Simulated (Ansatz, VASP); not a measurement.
One calculation of Cd, two programs

INCAR

```
SYSTEM = Cd
PREC = Accurate
ENCUT = 500
EDIFF = 1E-6
ISMEAR = 0
SIGMA = 0.1
LREAL = .FALSE.
LASPH = .TRUE.
NELM = 120
ALGO = Normal
ISIF = 2
LWAVE = .FALSE.
LCHARG = .FALSE.
GGA = PS
NBANDS = 19
GGA_COMPAT = .FALSE.
```

The input KPOINTS:

```
regular mesh
0
G
  6 6 4
  0 0 0
```

The input POSCAR:

```
Cd
1.0
    2.9538387824      0.0000000000      0.0000000000
   -1.4769193912      2.5580994243      0.0000000000
    0.0000000000      0.0000000000      5.5704406252
Cd
2
Direct
    0.3333333333      0.6666666667      0.2500000000
    0.6666666667      0.3333333333      0.7500000000
```

Input for Ansatz:

```yaml
crystal:
  lattice:
    - [2.9538387824, 0.0, 0.0]
    - [-1.4769193912, 2.5580994243, 0.0]
    - [0.0, 0.0, 5.5704406252]
  atoms:
    - { symbol: Cd, position: [0.3333333333, 0.6666666667, 0.25] }
    - { symbol: Cd, position: [0.6666666667, 0.3333333333, 0.75] }
basis:
  ecutwfc: 420
kpoints:
  mp_grid: { grid: [6, 6, 4] }
hamiltonian:
  xc: pbesol
scf:
  occupations: { method: gaussian, width: 0.1 }
  mixing: { ndim: 6 }
  initial_density: { chi_scale: 0, normalization: atom }
  max_iter: 64
output:
  forces: true
  stress: true
  eigenvalues: true
```

Alike in both runs: task single point; functional PBEsol; k mesh 6 × 6 × 4; occupations gaussian, width 0.1 eV; no spin polarisation.

|  | VASP | Ansatz |
| --- | --- | --- |
| version | VASP 6.6.1 | Ansatz 0.2.0 |
| potentials or method | VASP PAW PBE potentials, release 64 (Cd), cutoff 500 eV | scalar-relativistic, plane waves, PAW |
| valence electrons in the cell | 24 | 40 |

```tsv
	VASP	Ansatz	Ansatz less VASP
gap on the k mesh at the Fermi level (eV)	none	none	-
pressure (GPa)	1.4	1.0	-0.38
traceless stress, the component that is largest in VASP (GPa)	-0.21	-0.07	+0.135
```

VASP's potentials were made for PBE, not for PBEsol. A gap of «none» marks a metal or a gap that the smearing closes. VASP's potentials hold 24 valence electrons a cell and Ansatz's 40, so a difference there can come from the potentials and not from the codes.

The k mesh is coarse, so the values compare programs but aren't converged.
